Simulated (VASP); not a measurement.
A run of VASP 6.6.1 is set up as follows.

The input INCAR:

```
ALGO = Normal
EDIFF = 1E-6
ENCUT = 520
GGA = PE
ISIF = 2
ISMEAR = 0
ISPIN = 2
IVDW = 12
LASPH = T
LCHARG = F
LORBIT = 11
LREAL = Auto
LWAVE = F
MAGMOM = 0 0 0 0 0 0 0 0 0 0 0 0 0 0 0 0 0
NBANDS = 56
NELM = 150
PREC = Accurate
SIGMA = 0.05
```

File KPOINTS:

```
k-points
0
Gamma
  2 2 2
```

The input POSCAR:

```
GaSi16
1.0
    0.0000000000      5.4300000000      5.4300000000
    5.4300000000      0.0000000000      5.4300000000
    5.4300000000      5.4300000000      0.0000000000
Si Ga
16 1
Direct
    0.0011644567      0.0012858195     -0.0036147330
    0.1220034991      0.1222239411      0.1280567219
    0.0011853591      0.0012916206      0.5015035912
    0.1248677716      0.1249863720      0.6252780847
   -0.0140008287      0.5046360037      0.0048647330
    0.1220470534      0.6278365562      0.1280693370
    0.0011817680      0.4961211786      0.5015152855
    0.1219741252      0.6278321363      0.6224700737
    0.5044074586     -0.0136021179      0.0047872007
    0.6277158379      0.1222239411      0.1280567219
    0.4960194291      0.0012916206      0.5015035912
    0.6277130755      0.1221497238      0.6224241252
    0.5045000921      0.5046360037      0.0048647330
    0.6247108656      0.6251090239      0.1254692449
    0.5043646409      0.5045169429      0.4867537753
    0.6277236648      0.6278321363      0.6224700737
    0.3746988029      0.3751450276      0.8754573665
```

Potentials or basis: VASP PAW PBE potentials, release 64 (Si, Ga_d).

Launch:

```console
$ cat potpaw_PBE.64/Si/POTCAR potpaw_PBE.64/Ga_d/POTCAR > POTCAR
$ mpirun -np 1 vasp_std > vasp.out
```

**Question.** Predict the dispersion energy per atom.

**Answer.** -0.331 eV.

**Question.** Predict the largest force.

**Answer.** 0.006 eV/Å.

Forces in eV/Å, atoms in the order of the input:
```
Si   0.003  0.003 -0.003
Si   0.000  0.001  0.002
Si   0.000 -0.001 -0.002
Si  -0.004 -0.002  0.002
Si   0.003 -0.002 -0.003
Si  -0.001  0.000  0.000
Si   0.003 -0.001  0.001
Si   0.000  0.001  0.001
Si  -0.002  0.004 -0.004
Si   0.000 -0.002 -0.001
Si   0.000  0.002  0.001
Si   0.002  0.000  0.000
Si   0.003  0.003  0.002
Si  -0.004 -0.001  0.001
Si  -0.003 -0.004  0.004
Si   0.000 -0.001 -0.001
Ga  -0.002  0.000  0.000
```

Caveat: the k points lie up to 0.50 Å⁻¹ apart.
